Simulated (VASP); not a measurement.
The system is Ga4As3N.

```
N Ga As
1.0
    -2.58347    2.58347    5.16694
     2.58347   -2.58347    5.16694
     2.58347    2.58347   -5.16694
N Ga As
1 4 3
Direct
  0.00000 0.00000 0.00000
  0.62500 0.62500 0.50000
  0.87500 0.37500 0.00000
  0.12500 0.12500 0.50000
  0.37500 0.87500 0.00000
  0.25000 0.75000 0.50000
  0.50000 0.50000 0.00000
  0.75000 0.25000 0.50000
```

```yaml
Program: VASP 6.6.1
Task: relaxation of cell and atoms
Functional: PBE
Potentials_or_basis: VASP PAW PBE potentials, release 64 (N, Ga_d, As)
Cutoff: 600 eV
k_mesh: 6 × 6 × 6
Occupations: fermi-dirac, width 0.02 eV
Spin: no spin polarisation
```

At the start: pressure 23.1 GPa; volume 17.24 Å³/atom.

Q: Where does the relaxation end?

A: Over 21 steps the energy falls by 485.3 meV/atom and the volume is 20.08 Å³/atom (+16.4 %); space group I-42m (No. 121, to 0.1 Å) before and after.

The path:
| step | energy change (eV) | largest force (eV/Å) | pressure (GPa) | volume (Å³) |
| --- | --- | --- | --- | --- |
| 1 | 0.0000 | 4.0540 | 23.10 | 137.94 |
| 2 | -2.4851 | 0.8524 | -8.88 | 193.78 |
| 3 | -3.0325 | 1.5610 | -3.63 | 173.10 |
| 4 | -3.0328 | 1.5954 | -3.33 | 172.35 |
| 5 | -3.5932 | 1.0714 | -2.09 | 166.38 |
| 6 | -3.8532 | 0.3966 | 1.04 | 158.50 |
| 7 | -3.8641 | 0.2934 | 0.29 | 160.06 |
| 8 | -3.8649 | 0.2864 | 0.47 | 159.74 |
| 9 | -3.8799 | 0.1003 | -0.13 | 160.96 |
| 10 | -3.8807 | 0.0512 | -0.36 | 161.41 |
| 11 | -3.8808 | 0.0574 | -0.30 | 161.33 |
| 12 | -3.8820 | 0.0163 | 0.10 | 160.40 |
| 13 | -3.8820 | 0.0131 | -0.06 | 160.56 |
| 14 | -3.8820 | 0.0135 | 0.09 | 160.50 |
| 15 | -3.8820 | 0.0131 | 0.03 | 160.54 |
| 16 | -3.8821 | 0.0070 | 0.01 | 160.58 |
| 17 | -3.8821 | 0.0073 | 0.01 | 160.60 |
| 18 | -3.8821 | 0.0102 | -0.01 | 160.62 |
| 19 | -3.8821 | 0.0082 | 0.01 | 160.61 |
| 20 | -3.8821 | 0.0102 | 0.00 | 160.62 |
| 21 | -3.8821 | 0.0016 | 0.00 | 160.62 |

Final structure:
```yaml
crystal:
  lattice:
    - [-2.73330, 2.73330, 5.37486]
    - [2.73330, -2.73330, 5.37486]
    - [2.73330, 2.73330, -5.37486]
  atoms:
    - { symbol: N, position: [0.00000, 0.00000, 0.00000] }
    - { symbol: Ga, position: [0.67608, 0.67608, 0.57625] }
    - { symbol: Ga, position: [0.90017, 0.32392, 0.00000] }
    - { symbol: Ga, position: [0.09983, 0.09983, 0.42375] }
    - { symbol: Ga, position: [0.32392, 0.90017, 0.00000] }
    - { symbol: As, position: [0.25000, 0.75000, 0.50000] }
    - { symbol: As, position: [0.50000, 0.50000, 0.00000] }
    - { symbol: As, position: [0.75000, 0.25000, 0.50000] }
```

Caveat: the volume moved by over 15 % at a fixed basis, so the end points are rough.
